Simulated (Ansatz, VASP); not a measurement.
# Two plane-wave programs on Mo

INCAR

```
PREC = Accurate ; ENCUT = 520
EDIFF = 1E-6 ; ISMEAR = 0
SIGMA = 0.15 ; LREAL = False
LASPH = True ; NELM = 80
ALGO = Normal ; ISIF = 2
LWAVE = False ; LCHARG = False
GGA = CA ; NBANDS = 13
```

KPOINTS

```
regular mesh
0
Gamma
  20 20 20
```

Contents of POSCAR:

```
Mo
1.0
   -1.5842307019      1.5842307019      1.4985903031
    1.5842307019     -1.5842307019      1.4985903031
    1.5842307019      1.5842307019     -1.4985903031
Mo
1
Direct
    0.0000000000      0.0000000000      0.0000000000
```

Input for Ansatz:

```yaml
crystal:
  lattice:
    - [-1.5842307019, 1.5842307019, 1.4985903031]
    - [1.5842307019, -1.5842307019, 1.4985903031]
    - [1.5842307019, 1.5842307019, -1.4985903031]
  atoms:
    - { symbol: Mo, position: [0.0, 0.0, 0.0] }
basis:
  ecutwfc: 420
kpoints:
  mp_grid: { grid: [20, 20, 20] }
hamiltonian:
  xc: lda
  pseudopotentials: { kind: paw, azcp: { folder: soft_1 } }
scf:
  occupations: { method: gaussian, width: 0.15 }
output:
  forces: true
  stress: true
  eigenvalues: true
```

Change from the starting cell: strain +e along x and -e along y +0.0000, strain +e along z and -e/2 along x and y -0.0367.

Alike in both runs: task single point; functional LDA; k mesh 20 × 20 × 20; occupations gaussian, width 0.15 eV; no spin polarisation.

|  | VASP | Ansatz |
| --- | --- | --- |
| version | VASP 6.6.1 | Ansatz 0.2.0 |
| potentials or method | VASP PAW LDA potentials, release 64 (Mo_sv), cutoff 520 eV | scalar-relativistic, plane waves, PAW |
| valence electrons in the cell | 14 | 14 |

```tsv
	VASP	Ansatz	Ansatz less VASP
gap on the k mesh at the Fermi level (eV)	none	none	-
pressure (GPa)	2.0	0.8	-1.16
traceless stress, the component that is largest in VASP (GPa)	12.69	12.72	+0.029
```

Ansatz warns that its potentials were made for another functional, while VASP's fit it. LDA's correlation is that of Perdew and Zunger in VASP and of Perdew and Wang (1992) in Ansatz. A gap of «none» marks a metal or a gap that the smearing closes.
